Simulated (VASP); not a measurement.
# BeTe (F-43m) in VASP: a series of runs, part 2 of 2

VASP 6.6.1. Earlier steps stand in the parts before.

**4. Single point, PBE**

This run uses another cell than the first one, of 34.05 Å³/atom, 1.402 times its volume.

INCAR reads:

```
SYSTEM = BeTe
  PREC = Accurate
  ENCUT = 600
  EDIFF = 1E-6
  ISMEAR = 1
  SIGMA = 0.1
  LREAL = .False.
  LASPH = .True.
  NELM = 120
  ALGO = Normal
  ISIF = 2
  LWAVE = .False.
  LCHARG = .False.
  GGA = PE
  NBANDS = 11
  GGA_COMPAT = .False.
```

KPOINTS reads:

```
Automatic mesh
0
Gamma
  4 4 4
  0 0 0
```

POSCAR reads:

```
BeTe
1.0
    0.0000000000      3.2412112014      3.2412112014
    3.2412112014      0.0000000000      3.2412112014
    3.2412112014      3.2412112014      0.0000000000
Be Te
1 1
Direct
    0.0000000000      0.0000000000      0.0000000000
    0.7500000000      0.7500000000      0.7500000000
```

Potentials or basis: VASP PAW PBE potentials, release 64 (Be, Te).

Command:

```sh
$ cat potpaw_PBE.64/Be/POTCAR potpaw_PBE.64/Te/POTCAR > POTCAR
$ mpirun -np 1 vasp_std > vasp.out
```

OUTCAR:

```text
SYSTEM = BeTe
   PREC = Accurate
   ENCUT = 600
   EDIFF = 1E-6
   ISMEAR = 1
   LREAL = .False.
   LASPH = .True.
   NELM = 120
   ISIF = 2
   GGA = PE

 ion  position               nearest neighbor table
   1  0.000  0.000  0.000-   2 2.81   2 2.81   2 2.81   2 2.81
   2  0.750  0.750  0.750-   1 2.81   1 2.81   1 2.81   1 2.81

  LATTYP: Found a face centered cubic cell.
 ALAT       =     6.4824224028

  Lattice vectors:

 A1 = (   0.0000000000,   3.2412112014,   3.2412112014)
 A2 = (   3.2412112014,   0.0000000000,   3.2412112014)
 A3 = (   3.2412112014,   3.2412112014,   0.0000000000)

Analysis of symmetry for initial positions (statically):
=====================================================================
 Subroutine PRICEL returns:
 Original cell was already a primitive cell.

 Routine SETGRP: Setting up the symmetry group for a
 face centered cubic supercell.

 Subroutine GETGRP returns: Found 24 space group operations
 (whereof 24 operations were pure point group operations)
 out of a pool of 48 trial point group operations.

The static configuration has the point symmetry T_d .

Analysis of symmetry for dynamics (positions and initial velocities):
=====================================================================
 Subroutine PRICEL returns:
 Original cell was already a primitive cell.

 Routine SETGRP: Setting up the symmetry group for a
 face centered cubic supercell.

 Subroutine GETGRP returns: Found 24 space group operations
 (whereof 24 operations were pure point group operations)
 out of a pool of 48 trial point group operations.

The dynamic configuration has the point symmetry T_d .

 Subroutine INISYM returns: Found 24 space group operations
 (whereof 24 operations are pure point group operations),
 and found     1 'primitive' translations

----------------------------------------------------------------------------------------

                                     Primitive cell

[... 100 lines left out ...]
   AEXX    =    0.0000 exact exchange contribution
   IVDW    =     0    specifies the selected vdW correction
   LEPSILON=     F    determine dielectric tensor
   LRPA    =     F    only Hartree local field effects (RPA)
 non-spin polarized calculation
 Methfessel and Paxton  Order N= 1 SIGMA  =   0.10
  energy-cutoff  :      600.00
  volume of cell :       68.10
 maximum number of plane-waves:      2281
 NGX is ok and might be reduce to    40
   NGX = 19   NGY = 19   NGZ = 19

 number of electron       8.0000000 magnetization

 Free energy of the ion-electron system (eV)
  ---------------------------------------------------
  ext. energy  EPLUGINS =         0.00000000
  ---------------------------------------------------
  free energy    TOTEN  =        -6.59053931 eV

  energy without entropy =       -6.59081109  energy(sigma->0) =       -6.59062991

 E-fermi :   1.4037     XC(G=0):  -7.4509

 val. band max:        1.3194792151   @ k =   0.0000   0.0000   0.0000
 cond. band min:       2.6395850578   @ k =   0.0000   0.0000   0.0000
 fundamental gap:      1.3201058428
 Fermi energy:         1.4036673635

 k-point     1 :       0.0000    0.0000    0.0000
  band No.  band energies     occupation
      1      -8.9279      2.00000
      2       1.3195      2.00000
      3       1.3195      2.00000
      4       1.3195      2.00000
      5       2.6396     -0.00000
      6       5.0056      0.00000
      7       5.0056      0.00000
      8       5.0056      0.00000
      9       8.8194      0.00000
     10      10.6730      0.00000
     11      10.6730      0.00000
[... 85 lines left out ...]
 k-point     8 :      -0.2500    0.5000    0.2500
  band No.  band energies     occupation
      1      -8.1933      2.00000
      2      -1.7796      2.00000
      3      -0.6422      2.00000
      4      -0.3466      2.00000
      5       5.6286      0.00000
      6       5.8824      0.00000
      7       6.2480      0.00000
      8       6.8816      0.00000
      9      10.1210      0.00000
     10      10.2082      0.00000
     11      12.2814      0.00000

------------------------ aborting loop because EDIFF is reached ----------------------------------------

  FORCE on cell =-STRESS in cart. coord.  units (eV):
  Direction    XX          YY          ZZ          XY          YZ          ZX
  --------------------------------------------------------------------------------------
  -------------------------------------------------------------------------------------
  Total       -4.1911942     -4.1911942     -4.1911942     -0.0000000      0.0000000     -0.0000000
  in kB      -98.6044177    -98.6044177    -98.6044177     -0.0000000      0.0000000     -0.0000000
  external PRESSURE =     -98.6044177 kB  Pullay stress =       0.0000000 kB

 VOLUME and BASIS-vectors are now :
 -----------------------------------------------------------------------------
  energy-cutoff  :      600.00
  volume of cell :       68.10
      direct lattice vectors                 reciprocal lattice vectors
     0.000000000  3.241211201  3.241211201    -0.154263320  0.154263320  0.154263320
     3.241211201  0.000000000  3.241211201     0.154263320 -0.154263320  0.154263320
     3.241211201  3.241211201  0.000000000     0.154263320  0.154263320 -0.154263320

 POSITION                                       TOTAL-FORCE (eV/Angst)
 -----------------------------------------------------------------------------------
      0.00000      0.00000      0.00000         0.000000      0.000000      0.000000
      4.86182      4.86182      4.86182        -0.000000     -0.000000     -0.000000
 -----------------------------------------------------------------------------------
    total drift:                               -0.000000     -0.000000     -0.000000

  FREE ENERGIE OF THE ION-ELECTRON SYSTEM (eV)
  ---------------------------------------------------
  free  energy   TOTEN  =        -6.5905393141 eV

  energy  without entropy=       -6.5908110949  energy(sigma->0) =       -6.59062991
```

stdout:

```text
POSCAR found type information on POSCAR BeTe
 POSCAR found :  2 types and       2 ions
 scaLAPACK will be used
 LDA part: xc-table for (Slater+PW92), standard interpolation
 POSCAR, INCAR and KPOINTS ok, starting setup
 FFT: planning ... GRIDC
 FFT: planning ... GRID_SOFT
 FFT: planning ... GRID
 WAVECAR not read
 entering main loop
```

Run time: 8.9 s. Hardware: 1 thread of Intel Xeon Platinum 8488C (Sapphire Rapids), shared host; peak memory 0.22 GiB.

Results:

```
Free energy            : -6.5905 eV
Pressure               : -9.9 GPa
Band gap on the k mesh : 1.32 eV, direct
```

Caveat: spin-orbit coupling is left out, which moves the levels of the heavy elements. PBE gaps usually lie below the measured ones, often by a third to a half.

**5. Single point, PBE, collinear spin, zero start**

This run uses another cell than the first one, of 22.70 Å³/atom, 0.935 times its volume.

INCAR reads:

```
SYSTEM = BeTe
  PREC = Accurate
  ENCUT = 600
  EDIFF = 1E-6
  ISMEAR = -1
  SIGMA = 0.008617333262145177
  LREAL = .False.
  LASPH = .True.
  NELM = 200
  ALGO = Normal
  ISIF = 2
  LWAVE = .False.
  LCHARG = .False.
  ISPIN = 2
  MAGMOM = 0 0
  LORBIT = 11
  GGA = PE
  NBANDS = 15
  GGA_COMPAT = .False.
```

KPOINTS reads:

```
regular mesh
0
Gamma
  4 4 4
  0 0 0
```

POSCAR reads:

```
BeTe
1.0
    0.0000000000      2.8314587876      2.8314587876
    2.8314587876      0.0000000000      2.8314587876
    2.8314587876      2.8314587876      0.0000000000
Be Te
1 1
Direct
    0.0000000000      0.0000000000      0.0000000000
    0.7500000000      0.7500000000      0.7500000000
```

Potentials or basis: VASP PAW PBE potentials, release 64 (Be, Te).

Command:

```sh
$ cat potpaw_PBE.64/Be/POTCAR potpaw_PBE.64/Te/POTCAR > POTCAR
$ mpirun -np 1 vasp_std > vasp.out
```

OUTCAR:

```text
SYSTEM = BeTe
   PREC = Accurate
   ENCUT = 600
   EDIFF = 1E-6
   ISMEAR = -1
   LREAL = .False.
   LASPH = .True.
   NELM = 200
   ISIF = 2
   ISPIN = 2
   LORBIT = 11
   GGA = PE

 ion  position               nearest neighbor table
   1  0.000  0.000  0.000-   2 2.45   2 2.45   2 2.45   2 2.45
   2  0.750  0.750  0.750-   1 2.45   1 2.45   1 2.45   1 2.45

  LATTYP: Found a face centered cubic cell.
 ALAT       =     5.6629175752

  Lattice vectors:

 A1 = (   0.0000000000,   2.8314587876,   2.8314587876)
 A2 = (   2.8314587876,   0.0000000000,   2.8314587876)
 A3 = (   2.8314587876,   2.8314587876,   0.0000000000)

Analysis of symmetry for initial positions (statically):
=====================================================================
 Subroutine PRICEL returns:
 Original cell was already a primitive cell.

 Routine SETGRP: Setting up the symmetry group for a
 face centered cubic supercell.

 Subroutine GETGRP returns: Found 24 space group operations
 (whereof 24 operations were pure point group operations)
[... 458 lines left out ...]
     13      21.5225      0.00000
     14      21.7861      0.00000
     15      22.0526      0.00000

------------------------ aborting loop because EDIFF is reached ----------------------------------------

  FORCE on cell =-STRESS in cart. coord.  units (eV):
  Direction    XX          YY          ZZ          XY          YZ          ZX
  --------------------------------------------------------------------------------------
  -------------------------------------------------------------------------------------
  Total        0.1716623      0.1716623      0.1716623     -0.0000000      0.0000000     -0.0000000
  in kB        6.0579372      6.0579372      6.0579372     -0.0000000      0.0000000     -0.0000000
  external PRESSURE =       6.0579372 kB  Pullay stress =       0.0000000 kB

 VOLUME and BASIS-vectors are now :
 -----------------------------------------------------------------------------
  energy-cutoff  :      600.00
  volume of cell :       45.40
      direct lattice vectors                 reciprocal lattice vectors
     0.000000000  2.831458788  2.831458788    -0.176587419  0.176587419  0.176587419
     2.831458788  0.000000000  2.831458788     0.176587419 -0.176587419  0.176587419
     2.831458788  2.831458788  0.000000000     0.176587419  0.176587419 -0.176587419

 POSITION                                       TOTAL-FORCE (eV/Angst)
 -----------------------------------------------------------------------------------
      0.00000      0.00000      0.00000         0.000000      0.000000      0.000000
      4.24719      4.24719      4.24719        -0.000000     -0.000000     -0.000000
 -----------------------------------------------------------------------------------
    total drift:                               -0.000000     -0.000000     -0.000000

  FREE ENERGIE OF THE ION-ELECTRON SYSTEM (eV)
  ---------------------------------------------------
  free  energy   TOTEN  =        -7.5478235738 eV

  energy  without entropy=       -7.5478235738  energy(sigma->0) =       -7.54782357

 total charge

# of ion       s       p       d       tot
------------------------------------------
    1        0.364   0.563   0.000   0.926
    2        1.327   2.147   0.030   3.505
--------------------------------------------------
tot          1.691   2.710   0.030   4.431

 magnetization (x)

# of ion       s       p       d       tot
------------------------------------------
    1        0.000   0.000   0.000   0.000
    2        0.000  -0.000   0.000  -0.000
--------------------------------------------------
tot          0.000  -0.000   0.000   0.000
```

OSZICAR:

```text
N       E                     dE             d eps       ncg     rms          rms(c)
DAV:   1     0.213752202136E+02    0.21375E+02   -0.35455E+03   480   0.484E+02
DAV:   2    -0.637613112300E+01   -0.27751E+02   -0.26400E+02   656   0.853E+01
DAV:   3    -0.765600437143E+01   -0.12799E+01   -0.12780E+01   635   0.172E+01
DAV:   4    -0.767033747752E+01   -0.14333E-01   -0.14332E-01   592   0.213E+00
DAV:   5    -0.767063100994E+01   -0.29353E-03   -0.29353E-03   641   0.307E-01    0.392E+00
DAV:   6    -0.757583952186E+01    0.94791E-01   -0.96060E-02   592   0.973E-01    0.237E+00
DAV:   7    -0.754641859707E+01    0.29421E-01   -0.89001E-02   613   0.102E+00    0.443E-01
DAV:   8    -0.754744802957E+01   -0.10294E-02   -0.59822E-03   564   0.341E-01    0.815E-02
DAV:   9    -0.754773927369E+01   -0.29124E-03   -0.33708E-04   620   0.837E-02    0.400E-02
DAV:  10    -0.754782042902E+01   -0.81155E-04   -0.85744E-05   564   0.385E-02    0.200E-02
DAV:  11    -0.754782280345E+01   -0.23744E-05   -0.28982E-06   648   0.779E-03    0.137E-02
DAV:  12    -0.754782357378E+01   -0.77033E-06   -0.17725E-07   525   0.228E-03
   1 F= -.75478236E+01 E0= -.75478236E+01  d E =-.706488E-14  mag=     0.0000
```

stdout:

```text
POSCAR found type information on POSCAR BeTe
 POSCAR found :  2 types and       2 ions
 scaLAPACK will be used
 LDA part: xc-table for (Slater+PW92), standard interpolation
 POSCAR, INCAR and KPOINTS ok, starting setup
 FFT: planning ... GRIDC
 FFT: planning ... GRID_SOFT
 FFT: planning ... GRID
 WAVECAR not read
 entering main loop
```

Run time: 13 s. Hardware: 1 thread of Intel Xeon Platinum 8488C (Sapphire Rapids), shared host; peak memory 0.19 GiB.

Results:

| Item | Value |
| --- | --- |
| Free energy | -7.5478 eV |
| Pressure | 0.6 GPa |
| Band gap on the k mesh | 2.00 eV, indirect (least direct gap 3.61 eV) |
| Net moment | 0.00 μB per cell |
| Valence electrons inside the program's atomic spheres | Be 0.93; Te 3.50 |

Levels at points of the mesh, in eV from the valence-band top:
Spin up:
```csv
k point,band 2,band 3,band 4,band 5,band 6,band 7
"(0.00, 0.00, 0.00)",0.00,0.00,0.00,3.61,3.61,3.61
"(0.50, 0.00, 0.00)",-5.44,-1.11,-1.11,3.03,4.59,4.59
"(0.50, 0.50, 0.00)",-5.04,-2.59,-2.59,2.00,2.68,9.59
```
Spin down:
| k point | band 1 | band 2 | band 3 | band 4 | band 5 | band 6 | band 7 | band 8 |
| --- | --- | --- | --- | --- | --- | --- | --- | --- |
| (0.00, 0.00, 0.00) | -12.19 | 0.00 | 0.00 | 0.00 | 3.61 | 3.61 | 3.61 | 3.70 |
| (0.50, 0.00, 0.00) | -10.88 | -5.44 | -1.11 | -1.11 | 3.03 | 4.59 | 4.59 | 7.82 |
| (0.50, 0.50, 0.00) | -10.40 | -5.04 | -2.59 | -2.59 | 2.00 | 2.68 | 9.59 | 9.59 |

Caveat: the k points lie up to 0.48 Å⁻¹ apart; spin-orbit coupling is left out, which moves the levels of the heavy elements.

**6. Summary**

```csv
spin,cell,k mesh,smearing,gap on the mesh (eV),pressure (GPa)
off,"a = 4.096 Å, angles 60.0°, 2 atoms",4 × 4 × 4,methfessel-paxton 0.0680285 eV,2.16,-2.9
off,"a = 4.004 Å, angles 60.0°, 2 atoms",5 × 5 × 5,methfessel-paxton 0.136057 eV,2.11,0.3
off,"a = 4.584 Å, angles 60.0°, 2 atoms",4 × 4 × 4,methfessel-paxton 0.1 eV,1.32,-9.9
"collinear, zero start","a = 4.004 Å, angles 60.0°, 2 atoms",4 × 4 × 4,fermi-dirac 0.00861733 eV,2.00,0.6
```

Alike in all rows: task single point; level PBE; potentials or basis VASP PAW PBE potentials, release 64 (Be, Te); cutoff (eV) 600.

Caveats: some runs use coarse meshes; spin-orbit coupling is left out, which moves the levels of the heavy elements.

Total energies depend on the potentials used, so only differences within one code and one set of settings carry meaning.
